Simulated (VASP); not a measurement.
Crystal: HfMoC2.

```xyz
4
Lattice="3.1263 0.0000 0.0000 0.0000 3.1263 0.0000 0.0000 0.0000 4.3936" Properties=species:S:1:pos:R:3 pbc="T T T"
Hf    0.0000    0.0000    0.0000
Mo    1.5631    1.5631    2.1968
C     1.5631    1.5631    0.0000
C     0.0000    0.0000    2.1968
```

Base run:

* Program: VASP 6.6.1
* Functional: PBE
* Potentials or basis: VASP PAW PBE potentials, release 64 (Hf_pv, Mo_sv, C)
* Cutoff: 520 eV
* k mesh: 8 × 8 × 6
* Occupations: fermi-dirac, width 0.05 eV
* Spin: no spin polarisation

Its results: band gap on the k mesh zero (bands 16 and 17 overlap by 2.84 eV); pressure 18.0 GPa.

Q: The run is repeated on the same cell with these changes: functional from PBE to r2SCAN; further incar settings from ALGO = Normal; EDIFF = 1e-06; NBANDS = 24 to ALGO = Normal; EDIFF = 1e-07; NBANDS = 24. What comes out?

A: Band gap on the k mesh zero (bands 16 and 17 overlap by 2.76 eV); pressure 16.7 GPa.

Caveats: the cell stands under pressure; spin-orbit coupling is left out, which moves the levels of the heavy elements; the PAW data sets were made with another functional, which shifts forces and pressure a little (at least some runs).
